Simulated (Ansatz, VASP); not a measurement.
## Two plane-wave programs on Al4As4H

```xyz
9
Lattice="0.0000 5.7279 0.0000 0.0000 0.0000 -5.7279 -5.7279 0.0000 0.0000" Properties=species:S:1:pos:R:3 pbc="T T T"
Al   -2.8849    2.8430   -5.7070
Al    0.0209    0.0209   -5.7070
Al    0.0209    2.8430   -2.8849
Al   -2.8849    0.0209   -2.8849
As   -4.2959    4.2959   -4.2959
As   -1.4320    1.4320   -4.2959
As   -1.4320    4.2959   -1.4320
As   -4.2959    1.4320   -1.4320
H    -4.2959    1.4320   -4.2959
```

Alike in both runs: functional PBE; k mesh 3 × 3 × 3; occupations gaussian, width 0.01 eV; collinear spin.

Ansatz relaxed the structure, and its values are those at the end. VASP's run is a single point on that final structure, the one shown.

|  | VASP | Ansatz |
| --- | --- | --- |
| version | VASP 6.6.1 | Ansatz 0.2.0 |
| potentials or method | VASP PAW PBE potentials, release 64 (Al, As, H), cutoff 520 eV | scalar-relativistic, plane waves, PAW |
| valence electrons in the cell | 33 | 73 |

```tsv
	VASP	Ansatz	Ansatz less VASP
gap on the k mesh at the Fermi level (eV)	none	none	-
rms of the force components (eV/Å)	0.007	0.007	-0.0004
net moment per atom (μB)	0.11	0.11	0.000
size of the moment on the site where the two differ most (μB)	0.22	0.43	+0.211
```

Site moments also hang on the region over which each program counts them. A gap of «none» marks a metal or a gap that the smearing closes. VASP's potentials hold 33 valence electrons a cell and Ansatz's 73, so a difference there can come from the potentials and not from the codes.

The k mesh is coarse, so the values compare programs but aren't converged.
